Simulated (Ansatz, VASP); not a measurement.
# One calculation of TiO2, two programs

INCAR

```
  ALGO = Normal
  EDIFF = 1E-6
  ENCUT = 520
  GGA = PE
  ISIF = 2
  ISMEAR = 0
  LASPH = True
  LCHARG = True
  LDAU = True
  LDAUJ = 0 0
  LDAUL = 2 -1
  LDAUPRINT = 1
  LDAUTYPE = 2
  LDAUU = 4 0
  LELF = True
  LMAXMIX = 4
  LREAL = False
  LVHAR = True
  LWAVE = False
  NBANDS = 33
  NELM = 150
  PREC = Accurate
  SIGMA = 0.05
```

The input KPOINTS:

```
k-points
0
Gamma
  8 8 8
```

Contents of POSCAR:

```
TiO2
1.0
   -1.7961012887      1.7961012887      5.5219338020
    1.7961012887     -1.7961012887      5.5219338020
    1.7961012887      1.7961012887     -5.5219338020
Ti O
2 4
Direct
    0.0000000000      0.0000000000      0.0000000000
    0.7500000000      0.2500000000      0.5000000000
    0.2205655066      0.2205655066      0.0000000000
    0.9705655066      0.4705655066      0.5000000000
    0.5294344934      0.0294344934      0.5000000000
    0.7794344934      0.7794344934      0.0000000000
```

Input for Ansatz:

```yaml
crystal:
  lattice:
    - [-1.7961012887, 1.7961012887, 5.521933802]
    - [1.7961012887, -1.7961012887, 5.521933802]
    - [1.7961012887, 1.7961012887, -5.521933802]
  atoms:
    - { symbol: Ti, position: [0.0, 0.0, 0.0] }
    - { symbol: Ti, position: [0.75, 0.25, 0.5] }
    - { symbol: O, position: [0.2205655066, 0.2205655066, 0.0] }
    - { symbol: O, position: [0.9705655066, 0.4705655066, 0.5] }
    - { symbol: O, position: [0.5294344934, 0.0294344934, 0.5] }
    - { symbol: O, position: [0.7794344934, 0.7794344934, 0.0] }
basis:
  ecutwfc: 520.0
kpoints:
  mp_grid: { grid: [8, 8, 8] }
hamiltonian:
  xc: pbe
  pseudopotentials: { kind: paw, azcp: { folder: soft_1 } }
  hubbard: { sites: [{ species: Ti, l: d, u_eff: 4.0 }] }
scf:
  occupations: { method: gaussian, width: 0.05 }
output:
  forces: true
  stress: true
  eigenvalues: true
```

Alike in both runs: task single point; functional PBE; k mesh 8 × 8 × 8; occupations gaussian, width 0.05 eV; no spin polarisation; Hubbard terms Ti d U = 4.0 eV.

|  | VASP | Ansatz |
| --- | --- | --- |
| version | VASP 6.6.1 | Ansatz 0.2.0 |
| potentials or method | VASP PAW PBE potentials, release 64 (Ti_sv, O), cutoff 520 eV | scalar-relativistic, plane waves, PAW |
| valence electrons in the cell | 48 | 48 |

VASP gave:

```
gap on the k mesh at the Fermi level (eV)                     : 2.40
least direct gap on the mesh (eV)                             : 2.76
pressure (GPa)                                                : 20.7
traceless stress, the component that is largest in VASP (GPa) : -33.92
rms of the force components (eV/Å)                            : 1.156
```

Problem. Estimate Ansatz's values.

Solution. gap on the k mesh at the Fermi level (eV): 2.26; least direct gap on the mesh (eV): 2.74; pressure (GPa): 15.8; traceless stress, the component that is largest in VASP (GPa): -28.94; rms of the force components (eV/Å): 1.121.

The programs project onto different local orbitals, so the same U acts differently, and such runs can settle in different states. Atom by atom the forces differ by 0.035 eV/Å (rms over components).
